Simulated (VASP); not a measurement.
Set up this calculation in VASP 6.6.1, as the native input.

* Task: single point
* Functional: revPBE
* Potentials or basis: VASP PAW PBE potentials, release 64 (Ag, Tl_d, Hg)
* Cutoff: 520 eV
* k mesh: 5 × 5 × 5
* Occupations: fermi-dirac, width 0.1443 eV
* Spin: no spin polarisation
* Dipole correction: no
* Further INCAR settings: ALGO = Normal; EDIFF = 1e-07; NBANDS = 32

The structure of TlAgHg2 lies in POSCAR:

```
TlAgHg2
1.0
    0.0000000000      3.7843110000      0.0000000000
    3.7843110000      0.0000000000      0.0000000000
    1.8921560000      1.8921560000     -7.3465840000
Ag Tl Hg
1 1 2
Direct
    0.7500000000      0.2500000000      0.5000000000
    0.0000000000      0.0000000000      0.0000000000
    0.3690000000      0.3690000000      0.2620000000
    0.6310000000      0.6310000000      0.7380000000
```

The input as run:

INCAR

```
SYSTEM = TlAgHg2
PREC = Accurate
ENCUT = 520
EDIFF = 1E-7
ISMEAR = -1
SIGMA = 0.1443
LREAL = .FALSE.
LASPH = .TRUE.
NELM = 60
ALGO = Normal
ISIF = 2
LWAVE = .FALSE.
LCHARG = .TRUE.
GGA = RE
LELF = .TRUE.
LVHAR = .TRUE.
NBANDS = 32
```

KPOINTS

```
Automatic mesh
0
G
  5 5 5
  0 0 0
```

Potentials or basis: VASP PAW PBE potentials, release 64 (Ag, Tl_d, Hg).

Run with:

```bash
$ cat potpaw_PBE.64/Ag/POTCAR potpaw_PBE.64/Tl_d/POTCAR potpaw_PBE.64/Hg/POTCAR > POTCAR
$ mpirun -np 1 vasp_std > vasp.out
```

It gave:

```json
{"Pressure": "8.7 GPa", "Largest force": "1.670 eV/Å", "Band gap on the k mesh": "zero (band 24 reaches 6.94 eV, above the bottom of band 25 at 2.90 eV)"}
```

Caveat: the PAW data sets were made with another functional, which shifts forces and pressure a little; spin-orbit coupling is left out, which moves the levels of the heavy elements.

It used 74 s of CPU time on 1 thread of AMD EPYC 7R13 Processor (Zen 3), with other jobs on the host.
